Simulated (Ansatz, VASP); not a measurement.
## One calculation of AlN, two programs

The input INCAR:

```
ALGO     = Normal         # electronic algorithm
EDIFF    = 1E-6           # SCF threshold, eV
ENCUT    = 520            # plane-wave cutoff, eV
GGA      = PE             # functional
ISIF     = 2              # what is computed and relaxed
ISMEAR   = 0              # smearing method
LASPH    = True           # aspherical terms in the spheres
LCHARG   = False          # write CHGCAR
LREAL    = False          # projectors in reciprocal space
LWAVE    = False          # write WAVECAR
NBANDS   = 26             # bands
NELM     = 80             # most SCF steps
PREC     = Accurate       # precision mode
SIGMA    = 0.05           # smearing width, eV
```

Contents of KPOINTS:

```
k-points
0
Gamma
  8 8 8
```

POSCAR

```
AlN
1.0
   -3.1302395627      0.0000000000      0.0000000000
    0.0000000000      5.4217339625      0.0000000000
    1.5651197814     -2.7108669813     -5.0179796546
Al N
4 4
Direct
    0.9655918827      0.3324689746      0.9982712825
    0.4655918827      0.8324689746      0.9982712825
    0.2826793998      0.9158023079      0.4982712825
    0.7826793998      0.4158023079      0.4982712825
    0.8380435719      0.1416976921      0.6167287175
    0.3380435719      0.6416976921      0.6167287175
    0.0286851456      0.7250310254      0.1167287175
    0.5286851456      0.2250310254      0.1167287175
```

Input for Ansatz:

```yaml
crystal:
  lattice:
    - [-3.1302395627, 0.0, 0.0]
    - [0.0, 5.4217339625, 0.0]
    - [1.5651197814, -2.7108669813, -5.0179796546]
  atoms:
    - { symbol: Al, position: [0.9655918827, 0.3324689746, 0.9982712825] }
    - { symbol: Al, position: [0.4655918827, 0.8324689746, 0.9982712825] }
    - { symbol: Al, position: [0.2826793998, 0.9158023079, 0.4982712825] }
    - { symbol: Al, position: [0.7826793998, 0.4158023079, 0.4982712825] }
    - { symbol: "N", position: [0.8380435719, 0.1416976921, 0.6167287175] }
    - { symbol: "N", position: [0.3380435719, 0.6416976921, 0.6167287175] }
    - { symbol: "N", position: [0.0286851456, 0.7250310254, 0.1167287175] }
    - { symbol: "N", position: [0.5286851456, 0.2250310254, 0.1167287175] }
basis:
  ecutwfc: 420
kpoints:
  mp_grid: { grid: [8, 8, 8] }
hamiltonian:
  xc: pbe
scf:
  occupations: { method: gaussian, width: 0.05 }
output:
  forces: true
  stress: true
  eigenvalues: true
```

Change from the starting cell: mode 4 (236.4 1/cm) frozen in, largest displacement +0.105 Å.

Alike in both runs: task single point; functional PBE; k mesh 8 × 8 × 8; occupations gaussian, width 0.05 eV; no spin polarisation.

|  | VASP | Ansatz |
| --- | --- | --- |
| version | VASP 6.6.1 | Ansatz 0.2.0 |
| potentials or method | VASP PAW PBE potentials, release 64 (Al, N), cutoff 520 eV | scalar-relativistic, plane waves, PAW |
| valence electrons in the cell | 32 | 32 |

Ansatz gave:

- gap on the k mesh at the Fermi level (eV): 3.91
- least direct gap on the mesh (eV): 3.91
- pressure (GPa): -0.3
- traceless stress, the component that is largest in VASP (GPa): -0.69
- rms of the force components (eV/Å): 0.265

**Question.** What did VASP give for the same quantities?

**Answer.** gap on the k mesh at the Fermi level (eV): 3.92; least direct gap on the mesh (eV): 3.92; pressure (GPa): -0.5; traceless stress, the component that is largest in VASP (GPa): -0.72; rms of the force components (eV/Å): 0.266.

Atom by atom the forces differ by 0.001 eV/Å (rms over components).
